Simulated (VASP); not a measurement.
Here is a VASP 6.6.1 calculation.

File INCAR:

```
SYSTEM = InP
PREC     = Accurate       ! precision mode
ENCUT    = 500            ! plane-wave cutoff, eV
EDIFF    = 1E-6           ! SCF threshold, eV
ISMEAR   = 0              ! smearing method
SIGMA    = 0.02           ! smearing width, eV
LREAL    = .False.        ! projectors in reciprocal space
LASPH    = .True.         ! aspherical terms in the spheres
NELM     = 120            ! most SCF steps
ALGO     = Normal         ! electronic algorithm
ISIF     = 2              ! what is computed and relaxed
LWAVE    = .False.        ! write WAVECAR
LCHARG   = .False.        ! write CHGCAR
NBANDS   = 16             ! bands
GGA_COMPAT= .False.
```

Contents of KPOINTS:

```
Automatic mesh
0
Gamma
  10 10 10
  0 0 0
```

Contents of POSCAR:

```
InP
1.0
    0.0000000000      2.9134252807      2.9134252807
    2.9134252807      0.0000000000      2.9134252807
    2.9134252807      2.9134252807      0.0000000000
In P
1 1
Direct
    0.0000000000      0.0000000000      0.0000000000
    0.2500000000      0.2500000000      0.2500000000
```

Potentials or basis: VASP PAW LDA potentials, release 64 (In_d, P).

The run is started by

```sh
$ cat potpaw_LDA.64/In_d/POTCAR potpaw_LDA.64/P/POTCAR > POTCAR
$ mpirun -np 1 vasp_std > vasp.out
```

Question: Estimate the pressure.

Answer: 0.0 GPa.

Question: What does it give for the band gap on the k mesh?

Answer: 0.61 eV, direct.

Caveat: spin-orbit coupling is left out, which moves the levels of the heavy elements.
